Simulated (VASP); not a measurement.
# Cu (Fm-3m) in VASP: single point with PBE

Aim: the single point of Cu with PBE.

Program: VASP 6.6.1. These are calculated values, not measurements. Logs are shortened: lines on timing, memory, paths and dates and some standing lists are left out, and cuts for length are marked.

## Step 1: The cell of the first run

The structure is cubic, space group Fm-3m (No. 225). Conventional cell: a = 3.630 Å, b = 3.630 Å, c = 3.630 Å, α = 90.00°, β = 90.00°, γ = 90.00°. Cu (site symmetry m-3m) has 12 Cu at 2.57 Å within 3.4 Å.

## Step 2: Single point, PBE

Input file INCAR:

```
ALGO = Normal
EDIFF = 1E-6
ENCUT = 520
GGA = PE
ISIF = 2
ISMEAR = 0
LASPH = T
LCHARG = F
LREAL = Auto
LWAVE = F
NBANDS = 168
NELM = 60
PREC = Accurate
SIGMA = 0.1
```

Input file KPOINTS:

```
k-points
0
Gamma
  4 4 4
```

Input file POSCAR:

```
Cu
1.0
    0.0000000000      5.4447042149     -5.4447042149
   -5.4447042149      0.0000000000     -5.4447042149
   -5.4447042149      5.4447042149      0.0000000000
Cu
27
Direct
    0.6666666667      0.6666666667      0.0000000000
    0.3333333333      0.6666666667      0.0000000000
    0.6666666667      0.3333333333      0.0000000000
    0.0000000000      0.6666666667      0.0000000000
    0.3333333333      0.3333333333      0.0000000000
    0.6666666667      0.0000000000      0.0000000000
    0.0000000000      0.3333333333      0.0000000000
    0.3333333333      0.0000000000      0.0000000000
    0.0000000000      0.0000000000      0.0000000000
    0.6666666667      0.6666666667      0.3333333333
    0.3333333333      0.6666666667      0.3333333333
    0.6666666667      0.3333333333      0.3333333333
    0.0000000000      0.6666666667      0.3333333333
    0.3333333333      0.3333333333      0.3333333333
    0.6666666667      0.0000000000      0.3333333333
    0.0000000000      0.3333333333      0.3333333333
    0.3333333333      0.0000000000      0.3333333333
    0.0000000000      0.0000000000      0.3333333333
    0.6666666667      0.6666666667      0.6666666667
    0.3333333333      0.6666666667      0.6666666667
    0.6666666667      0.3333333333      0.6666666667
    0.0000000000      0.6666666667      0.6666666667
    0.3333333333      0.3333333333      0.6666666667
    0.6666666667      0.0000000000      0.6666666667
    0.0000000000      0.3333333333      0.6666666667
    0.3333333333      0.0000000000      0.6666666667
    0.0000000000      0.0000000000      0.6666666667
```

Potentials or basis: VASP PAW PBE potentials, release 64 (Cu).

On the command line:

```
cat potpaw_PBE.64/Cu/POTCAR > POTCAR
mpirun -np 1 vasp_std > vasp.out
```

OUTCAR:

```text
EDIFF = 1E-6
   ENCUT = 520
   GGA = PE
   ISIF = 2
   ISMEAR = 0
   LASPH = T
   LREAL = Auto
   NELM = 60
   PREC = Accurate

 ion  position               nearest neighbor table
   1  0.667  0.667  0.000-   4 2.57   6 2.57  10 2.57  19 2.57  22 2.57  24 2.57  12 2.57   8 2.57
                             7 2.57  11 2.57   2 2.57   3 2.57
   2  0.333  0.667  0.000-   4 2.57   8 2.57   9 2.57  11 2.57  13 2.57  20 2.57  26 2.57  14 2.57
                            19 2.57   5 2.57   3 2.57   1 2.57
   3  0.667  0.333  0.000-   6 2.57   7 2.57   9 2.57  12 2.57  15 2.57  21 2.57  25 2.57  14 2.57
                            19 2.57   1 2.57   2 2.57   5 2.57
   4  0.000  0.667  0.000-   1 2.57   2 2.57   6 2.57   9 2.57  10 2.57  13 2.57  20 2.57  22 2.57
                            27 2.57  16 2.57   5 2.57   7 2.57
   5  0.333  0.333  0.000-   7 2.57   8 2.57  14 2.57  16 2.57  17 2.57  23 2.57   4 2.57  20 2.57
                            21 2.57   6 2.57   2 2.57   3 2.57
   6  0.667  0.000  0.000-   1 2.57   3 2.57   4 2.57   9 2.57  10 2.57  15 2.57  21 2.57  24 2.57
                            27 2.57  17 2.57   5 2.57   8 2.57
   7  0.000  0.333  0.000-   3 2.57   5 2.57   8 2.57   9 2.57  12 2.57  16 2.57  18 2.57  23 2.57
                            25 2.57   1 2.57  22 2.57   4 2.57
   8  0.333  0.000  0.000-   2 2.57   5 2.57   7 2.57   9 2.57  11 2.57  17 2.57  18 2.57  23 2.57
                            26 2.57  24 2.57   1 2.57   6 2.57
   9  0.000  0.000  0.000-   2 2.57   3 2.57   4 2.57   6 2.57   7 2.57   8 2.57  13 2.57  15 2.57
[... 43 lines left out ...]
 A1 = (   0.0000000000,   5.4447042149,  -5.4447042149)
 A2 = (  -5.4447042149,   0.0000000000,  -5.4447042149)
 A3 = (  -5.4447042149,   5.4447042149,   0.0000000000)

Analysis of symmetry for initial positions (statically):
=====================================================================
 Subroutine PRICEL returns following result:

  LATTYP: Found a face centered cubic cell.
 ALAT       =     3.6298028096

  Lattice vectors:

 A1 = (   0.0000000000,   1.8149014048,  -1.8149014048)
 A2 = (  -1.8149014048,   0.0000000000,  -1.8149014048)
 A3 = (  -1.8149014048,   1.8149014048,   0.0000000000)

  27 primitive cells build up your supercell.

 Routine SETGRP: Setting up the symmetry group for a
 face centered cubic supercell.

 Subroutine GETGRP returns: Found 48 space group operations
 (whereof 48 operations were pure point group operations)
 out of a pool of 48 trial point group operations.

The static configuration has the point symmetry O_h .

Analysis of symmetry for dynamics (positions and initial velocities):
=====================================================================
 Subroutine PRICEL returns following result:

[... 110 lines left out ...]
   NELECT =     297.0000    total number of electrons
   NUPDOWN=      -1.0000    fix difference up-down
   EMIN   =  10.00;   EMAX   =-10.00  energy-range for DOS
   EFERMI =   0.00;   METHOD = LEGACY
   ISMEAR =     0;   SIGMA  =   0.10  broadening in eV -4-tet -1-fermi 0-gaus
   EFERMI_NEDOS =   21; number of points for ismear=-14 and -15
   IALGO  =     38    algorithm
   IMIX   =      4    mixing-type and parameters
     AMIX     =   0.40;   BMIX     =  1.00
     AMIX_MAG =   1.60;   BMIX_MAG =  1.00
  volume/ion in A,a.u.               =      11.96        80.68
  Fermi-wavevector in a.u.,A,eV,Ry     =   1.592243  3.008903 34.494005  2.535238
  Thomas-Fermi vector in A             =   2.690658
   LORBIT       =      0    0 simple, 1 ext, 2 COOP (PROOUT), +10 PAW based schemes
   GGA     = PE    functional components
   LHFCALC =     F    Hartree Fock is set to
   AEXX    =    0.0000 exact exchange contribution
   IVDW    =     0    specifies the selected vdW correction
   LEPSILON=     F    determine dielectric tensor
   LRPA    =     F    only Hartree local field effects (RPA)
 non-spin polarized calculation
 Gauss-broadening in eV      SIGMA  =   0.10
  energy-cutoff  :      520.00
  volume of cell :      322.81
 maximum number of plane-waves:      8728
 NGX is ok and might be reduce to    60
   NGX = 29   NGY = 29   NGZ = 29

 number of electron     296.9999929 magnetization

 Free energy of the ion-electron system (eV)
  ---------------------------------------------------
  ext. energy  EPLUGINS =         0.00000000
  ---------------------------------------------------
  free energy    TOTEN  =      -100.58172044 eV

  energy without entropy =     -100.54440048  energy(sigma->0) =     -100.56306046

 E-fermi :   7.3416     XC(G=0): -12.6557

 val. band max:        7.3369133929   @ k =   0.2500   0.2500   0.0000
 cond. band min:       7.3443788498   @ k =   0.5000   0.5000   0.0000
 fundamental gap:      0.0074654570
 Fermi energy:         7.3416389669

 k-point     1 :       0.0000    0.0000    0.0000
  band No.  band energies     occupation
      1      -1.8247      2.00000
      2       1.5178      2.00000
      3       1.5178      2.00000
      4       1.5178      2.00000
      5       1.5178      2.00000
      6       1.5178      2.00000
[... 1293 lines left out ...]
    159       9.4907      0.00000
    160       9.7302      0.00000
 [bands above 160 left out]

------------------------ aborting loop because EDIFF is reached ----------------------------------------

  FORCE on cell =-STRESS in cart. coord.  units (eV):
  Direction    XX          YY          ZZ          XY          YZ          ZX
  --------------------------------------------------------------------------------------
  -------------------------------------------------------------------------------------
  Total        0.8315591      0.8315591      0.8315591      0.0000000     -0.0000000      0.0000000
  in kB        4.1271556      4.1271556      4.1271556      0.0000000     -0.0000000      0.0000000
  external PRESSURE =       4.1271556 kB  Pullay stress =       0.0000000 kB

 VOLUME and BASIS-vectors are now :
 -----------------------------------------------------------------------------
  energy-cutoff  :      520.00
  volume of cell :      322.81
      direct lattice vectors                 reciprocal lattice vectors
     0.000000000  5.444704215 -5.444704215     0.091832353  0.091832353 -0.091832353
    -5.444704215  0.000000000 -5.444704215    -0.091832353 -0.091832353 -0.091832353
    -5.444704215  5.444704215  0.000000000    -0.091832353  0.091832353  0.091832353

 POSITION                                       TOTAL-FORCE (eV/Angst)
 -----------------------------------------------------------------------------------
     -3.62980      3.62980     -7.25961        -0.000000     -0.000000      0.000000
     -3.62980      1.81490     -5.44470         0.000000     -0.000000      0.000000
     -1.81490      3.62980     -5.44470         0.000000      0.000000     -0.000000
     -3.62980      0.00000     -3.62980         0.000000     -0.000000      0.000000
     -1.81490      1.81490     -3.62980        -0.000000      0.000000     -0.000000
      0.00000      3.62980     -3.62980        -0.000000      0.000000      0.000000
[... 19 lines left out ...]
     -3.62980      5.44470     -1.81490        -0.000000      0.000000      0.000000
     -3.62980      3.62980      0.00000        -0.000000      0.000000      0.000000
 -----------------------------------------------------------------------------------
    total drift:                               -0.000000      0.000000     -0.000000

  FREE ENERGIE OF THE ION-ELECTRON SYSTEM (eV)
  ---------------------------------------------------
  free  energy   TOTEN  =      -100.5817204440 eV

  energy  without entropy=     -100.5444004826  energy(sigma->0) =     -100.56306046
```

OSZICAR:

```text
N       E                     dE             d eps       ncg     rms          rms(c)
DAV:   1     0.340226462498E+04    0.34023E+04   -0.11978E+05  2688   0.316E+03
DAV:   2     0.539872134022E+03   -0.28624E+04   -0.28004E+04  2688   0.705E+02
DAV:   3    -0.745495302540E+02   -0.61442E+03   -0.58565E+03  2688   0.320E+02
DAV:   4    -0.123486901408E+03   -0.48937E+02   -0.46000E+02  2936   0.120E+02
DAV:   5    -0.124755740885E+03   -0.12688E+01   -0.12558E+01  3264   0.220E+01    0.395E+01
DAV:   6    -0.109857122305E+03    0.14899E+02   -0.29958E+02  3032   0.137E+02    0.199E+01
DAV:   7    -0.100794420494E+03    0.90627E+01   -0.51172E+01  3072   0.572E+01    0.235E+00
DAV:   8    -0.100669676843E+03    0.12474E+00   -0.13528E+00  3120   0.595E+00    0.227E+00
DAV:   9    -0.100580385856E+03    0.89291E-01   -0.29775E-01  2976   0.434E+00    0.102E-01
DAV:  10    -0.100581717662E+03   -0.13318E-02   -0.13150E-02  3256   0.459E-01    0.415E-02
DAV:  11    -0.100581700580E+03    0.17082E-04   -0.24756E-04  3456   0.768E-02    0.947E-03
DAV:  12    -0.100581719543E+03   -0.18963E-04   -0.16379E-05  2736   0.192E-02    0.484E-03
DAV:  13    -0.100581720444E+03   -0.90128E-06   -0.13262E-06  1696   0.884E-03
   1 F= -.10058172E+03 E0= -.10056306E+03  d E =-.373200E-01
```

stdout:

```text
POSCAR found type information on POSCAR Cu
 POSCAR found :  1 types and      27 ions
 scaLAPACK will be used
 LDA part: xc-table for (Slater+PW92), standard interpolation
 POSCAR, INCAR and KPOINTS ok, starting setup
 FFT: planning ... GRIDC
 FFT: planning ... GRID_SOFT
 FFT: planning ... GRID
 WAVECAR not read
 entering main loop
```

Wall time 12 min (1 thread of AMD EPYC 9R45 (Zen 5), shared host); peak memory 0.61 GiB.

Results:

```
Free energy            : -100.5817 eV
Pressure               : 0.4 GPa
Band gap on the k mesh : zero (an odd number of electrons rules out a gap without spin polarisation)
```

Levels at points of the mesh, in eV from the Fermi level:
| k point | band 147 | band 148 | band 149 | band 150 | band 151 | band 152 |
| --- | --- | --- | --- | --- | --- | --- |
| (0.00, 0.00, 0.00) | -1.69 | -1.69 | -1.69 | -1.69 | 3.30 | 3.30 |
| (0.50, 0.00, 0.00) | -0.27 | -0.27 | -0.27 | -0.27 | 1.29 | 1.29 |
| (0.50, 0.50, 0.00) | 0.00 | 0.00 | 0.00 | 0.56 | 0.56 | 0.56 |
